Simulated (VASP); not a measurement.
# Ti3N3O in VASP: a series of runs

The runs below take Ti3N3O through single point, with PBE.

All numbers are computed with VASP 6.6.1; they aren't measurements. Logs are shortened: lines on timing, memory, paths and dates and some standing lists are left out, and cuts for length are marked.

### Step 1. The cell of the first run

The cell holds a slab with vacuum, 7 atoms: a = 3.003 Å, b = 3.003 Å, c = 21.554 Å, α = 90.00°, β = 90.00°, γ = 120.00°.

### Step 2. Single point, PBE

Contents of INCAR:

```
SYSTEM = Ti3N3O
ALGO = Normal
DIPOL = 0.5 0.5 0.357
EDIFF = 1E-7
ENCUT = 520
GGA = PE
IDIPOL = 3
ISIF = 2
ISMEAR = 0
LASPH = .TRUE.
LCHARG = .FALSE.
LDIPOL = .TRUE.
LREAL = .FALSE.
LWAVE = .FALSE.
NBANDS = 38
NELM = 80
PREC = Accurate
SIGMA = 0.1
```

Contents of KPOINTS:

```
k-points
0
G
  9 9 1
  0 0 0
```

Contents of POSCAR:

```
Ti3N3O
1.0
    3.0028555065      0.0000000000      0.0000000000
   -1.5014277533      2.6005491526      0.0000000000
    0.0000000000      0.0000000000     21.5541471922
N Ti O
3 3 1
Direct
    0.3333333333      0.6666666666      0.1855791354
    0.0000000000      0.0000000000      0.2993308525
    0.6666666667      0.3333333334      0.4147299352
    0.6666666667      0.3333333334      0.2424549940
    0.3333333333      0.6666666666      0.3575097830
    0.0830334056      0.0415167028      0.4763679930
    0.0000000000      0.5000000000      0.5256740260
```

Potentials or basis: VASP PAW PBE potentials, release 64 (N, Ti_sv, O).

Started as:

```
cat potpaw_PBE.64/N/POTCAR potpaw_PBE.64/Ti_sv/POTCAR potpaw_PBE.64/O/POTCAR > POTCAR
mpirun -np 1 vasp_std > vasp.out
```

OUTCAR:

```text
SYSTEM = Ti3N3O
   EDIFF = 1E-7
   ENCUT = 520
   GGA = PE
   ISIF = 2
   ISMEAR = 0
   LASPH = .TRUE.
   LREAL = .FALSE.
   NELM = 80
   PREC = Accurate

 ion  position               nearest neighbor table
   1  0.333  0.667  0.186-   4 2.12   4 2.12   4 2.12
   2  0.000  0.000  0.299-   4 2.12   4 2.12   4 2.12   5 2.14   5 2.14   5 2.14
   3  0.667  0.333  0.415-   6 2.02   5 2.13   5 2.13   5 2.13   6 2.28   6 2.28
   4  0.667  0.333  0.242-   2 2.12   2 2.12   2 2.12   1 2.12   1 2.12   1 2.12
   5  0.333  0.667  0.358-   3 2.13   3 2.13   3 2.13   2 2.14   2 2.14   2 2.14
   6  0.083  0.042  0.476-   7 1.85   7 1.85   3 2.02   3 2.28   3 2.28
   7  0.000  0.500  0.526-   6 1.85   6 1.85

  LATTYP: Found a hexagonal cell.
 ALAT       =     3.0028555065
 C/A-ratio  =     7.1778835663

  Lattice vectors:

 A1 = (   3.0028555065,   0.0000000000,   0.0000000000)
 A2 = (  -1.5014277533,   2.6005491526,   0.0000000000)
 A3 = (   0.0000000000,   0.0000000000,  21.5541471922)

Analysis of symmetry for initial positions (statically):
=====================================================================
 Subroutine PRICEL returns:
 Original cell was already a primitive cell.

 Routine SETGRP: Setting up the symmetry group for a
 hexagonal supercell.

 Subroutine GETGRP returns: Found  2 space group operations
 (whereof  2 operations were pure point group operations)
 out of a pool of 24 trial point group operations.

The static configuration has the point symmetry C_1h.

Analysis of symmetry for dynamics (positions and initial velocities):
=====================================================================
 Subroutine PRICEL returns:
 Original cell was already a primitive cell.

 Routine SETGRP: Setting up the symmetry group for a
 hexagonal supercell.

 Subroutine GETGRP returns: Found  2 space group operations
 (whereof  2 operations were pure point group operations)
 out of a pool of 24 trial point group operations.

The dynamic configuration has the point symmetry C_1h.

 Subroutine INISYM returns: Found  2 space group operations
 (whereof  2 operations are pure point group operations),
 and found     1 'primitive' translations

[... 110 lines left out ...]
   ISYM   =      2    0-nonsym 1-usesym 2-fastsym
   POTIM  = 0.5000    time-step for ionic-motion
   TEBEG  =    0.0;   TEEND  =   0.0 temperature during run
   PSTRESS=    0.0 pullay stress
   NELECT =      57.0000    total number of electrons
   NUPDOWN=      -1.0000    fix difference up-down
   EMIN   =  10.00;   EMAX   =-10.00  energy-range for DOS
   EFERMI =   0.00;   METHOD = LEGACY
   ISMEAR =     0;   SIGMA  =   0.10  broadening in eV -4-tet -1-fermi 0-gaus
   EFERMI_NEDOS =   21; number of points for ismear=-14 and -15
   IALGO  =     38    algorithm
   IMIX   =      4    mixing-type and parameters
     AMIX     =   0.40;   BMIX     =  1.00
     AMIX_MAG =   1.60;   BMIX_MAG =  1.00
  volume/ion in A,a.u.               =      24.05       162.27
  Fermi-wavevector in a.u.,A,eV,Ry     =   1.141098  2.156363 17.716214  1.302105
  Thomas-Fermi vector in A             =   2.277799
   LORBIT       =      0    0 simple, 1 ext, 2 COOP (PROOUT), +10 PAW based schemes
   GGA     = PE    functional components
   LHFCALC =     F    Hartree Fock is set to
   AEXX    =    0.0000 exact exchange contribution
   IVDW    =     0    specifies the selected vdW correction
   LEPSILON=     F    determine dielectric tensor
   LRPA    =     F    only Hartree local field effects (RPA)
 non-spin polarized calculation
 Gauss-broadening in eV      SIGMA  =   0.10
  energy-cutoff  :      520.00
  volume of cell :      168.32
 maximum number of plane-waves:      4581
   NGX = 11   NGY = 11   NGZ = 81

 dipolmoment           0.000000      0.000000      0.017089 electrons x Angstroem

 number of electron      57.0000017 magnetization

 dipolmoment           0.000000      0.000000     -0.084884 electrons x Angstroem

 Free energy of the ion-electron system (eV)
  ---------------------------------------------------
  ext. energy  EPLUGINS =         0.00000000
  ---------------------------------------------------
  free energy    TOTEN  =       -63.59201805 eV

  energy without entropy =      -63.58097517  energy(sigma->0) =      -63.58649661

 E-fermi :  -0.5564     XC(G=0):  -5.7381

 val. band max:       -0.5689173124   @ k =   0.3333   0.0000   0.0000
 cond. band min:      -0.5530885503   @ k =   0.0000   0.1111   0.0000
 fundamental gap:      0.0158287621
 Fermi energy:        -0.5564285300

 k-point     1 :       0.0000    0.0000    0.0000
  band No.  band energies     occupation
      1     -58.5152      2.00000
      2     -58.3752      2.00000
      3     -57.1473      2.00000
      4     -34.9234      2.00000
      5     -34.6424      2.00000
      6     -34.6422      2.00000
[... 973 lines left out ...]
     37       2.6091      0.00000
     38       2.8651      0.00000

 [... further k-points ...]

------------------------ aborting loop because EDIFF is reached ----------------------------------------

 vacuum level on the upper side and lower side of the slab       (xc-potential included)        -1.178         0.765

  FORCE on cell =-STRESS in cart. coord.  units (eV):
  Direction    XX          YY          ZZ          XY          YZ          ZX
  --------------------------------------------------------------------------------------
  -------------------------------------------------------------------------------------
  Total       -1.1616275     -0.8559643     -4.0449151     -0.2647121     -0.2648940     -0.4588096
  in kB      -11.0572494     -8.1477156    -38.5025632     -2.5197302     -2.5214615     -4.3672975
  external PRESSURE =     -19.2358428 kB  Pullay stress =       0.0000000 kB

 VOLUME and BASIS-vectors are now :
 -----------------------------------------------------------------------------
  energy-cutoff  :      520.00
  volume of cell :      168.32
      direct lattice vectors                 reciprocal lattice vectors
     3.002855506  0.000000000  0.000000000     0.333016357  0.192267083  0.000000000
    -1.501427753  2.600549153  0.000000000     0.000000000  0.384534166  0.000000000
     0.000000000  0.000000000 21.554147192     0.000000000  0.000000000  0.046394784

 POSITION                                       TOTAL-FORCE (eV/Angst)
 -----------------------------------------------------------------------------------
     -0.00000      1.73370      4.00000         0.040324      0.023281      4.324744
      0.00000      0.00000      6.45182         0.082224      0.047472      1.478175
      1.50143      0.86685      8.93915         0.330439      0.190779     -0.040930
      1.50143      0.86685      5.22591         0.017967      0.010373     -5.562114
     -0.00000      1.73370      7.70582        -0.313561     -0.181035     -0.227437
      0.18700      0.10797     10.26771        -0.001458     -0.000842     -0.061335
     -0.75071      1.30027     11.33046        -0.155935     -0.090029      0.088897
 -----------------------------------------------------------------------------------
    total drift:                                0.000001      0.000001      0.000299

  FREE ENERGIE OF THE ION-ELECTRON SYSTEM (eV)
  ---------------------------------------------------
  free  energy   TOTEN  =       -63.5920180532 eV

  energy  without entropy=      -63.5809751744  energy(sigma->0) =      -63.58649661

 vacuum level on the upper side and lower side of the slab         5.428         7.418
```

It took 2.3 min on 1 thread of Intel Xeon 6975P-C (Granite Rapids), shared host; peak memory 0.36 GiB.

What came out:

- Free energy: -63.5920 eV
- Largest force: 5.562 eV/Å
- Band gap on the k mesh: zero (an odd number of electrons rules out a gap without spin polarisation)

Forces in eV/Å, atoms in the order of the input:
```
N    0.040  0.023  4.325
N    0.082  0.047  1.478
N    0.330  0.191 -0.041
Ti   0.018  0.010 -5.562
Ti  -0.314 -0.181 -0.227
Ti  -0.001 -0.001 -0.061
O   -0.156 -0.090  0.089
```

Levels at points of the mesh, in eV from the Fermi level:
```csv
k point,band 26,band 27,band 28,band 29,band 30,band 31,band 32,band 33
"(0.00, 0.00, 0.00)",-1.11,-0.38,-0.18,-0.10,0.45,0.51,0.90,1.21
```

Caveat: an odd number of electrons without spin polarisation forces a metal; a magnetic or distorted state may lie lower.

### Step 3. Single point, PBE

Contents of INCAR:

```
ALGO = Normal
DIPOL = 0.5 0.5 0.358
EDIFF = 1E-6
ENCUT = 520
GGA = PE
IDIPOL = 3
ISIF = 2
ISMEAR = 0
LASPH = T
LCHARG = F
LDIPOL = T
LREAL = F
LWAVE = F
NBANDS = 38
NELM = 60
PREC = Accurate
SIGMA = 0.1
```

Contents of KPOINTS:

```
k-points
0
Gamma
  9 9 1
```

Contents of POSCAR:

```
Ti3N3O
1.0
    3.0028555065      0.0000000000      0.0000000000
   -1.5014277533      2.6005491526      0.0000000000
    0.0000000000      0.0000000000     21.5541471922
N Ti O
3 3 1
Direct
    0.3333333333      0.6666666667      0.1855791354
    0.0000000000      0.0000000000      0.2993308525
    0.6666666667      0.3333333333      0.4147299352
    0.6666666667      0.3333333333      0.2424549940
    0.3333333333      0.6666666667      0.3575097830
   -0.0221647650     -0.0443295301      0.4724556950
    0.1666666666      0.3333333333      0.5351861347
```

Potentials or basis: VASP PAW PBE potentials, release 64 (N, Ti_sv, O).

Started as:

```
cat potpaw_PBE.64/N/POTCAR potpaw_PBE.64/Ti_sv/POTCAR potpaw_PBE.64/O/POTCAR > POTCAR
mpirun -np 1 vasp_std > vasp.out
```

Run time: 2.2 min. Hardware: 1 thread of Intel Xeon 6975P-C (Granite Rapids), shared host; peak memory 0.37 GiB.

Results (log left out):

| Property | Result |
| --- | --- |
| Free energy | -62.6762 eV |
| Largest force | 5.400 eV/Å |
| Band gap on the k mesh | zero (an odd number of electrons rules out a gap without spin polarisation) |

Forces on the atoms (eV/Å):
```
N    0.000 -0.013  4.250
N    0.000 -0.042  1.344
N    0.000 -1.821  0.031
Ti   0.000  0.074 -5.399
Ti   0.000 -0.340 -0.251
Ti   0.000 -0.145 -0.167
O    0.000  2.287  0.192
```

Levels at points of the mesh, in eV from the Fermi level:
| k point | band 26 | band 27 | band 28 | band 29 | band 30 | band 31 | band 32 | band 33 |
| --- | --- | --- | --- | --- | --- | --- | --- | --- |
| (0.00, 0.00, 0.00) | -0.96 | -0.31 | -0.23 | 0.31 | 0.41 | 0.63 | 0.96 | 1.55 |

Caveat: an odd number of electrons without spin polarisation forces a metal; a magnetic or distorted state may lie lower.
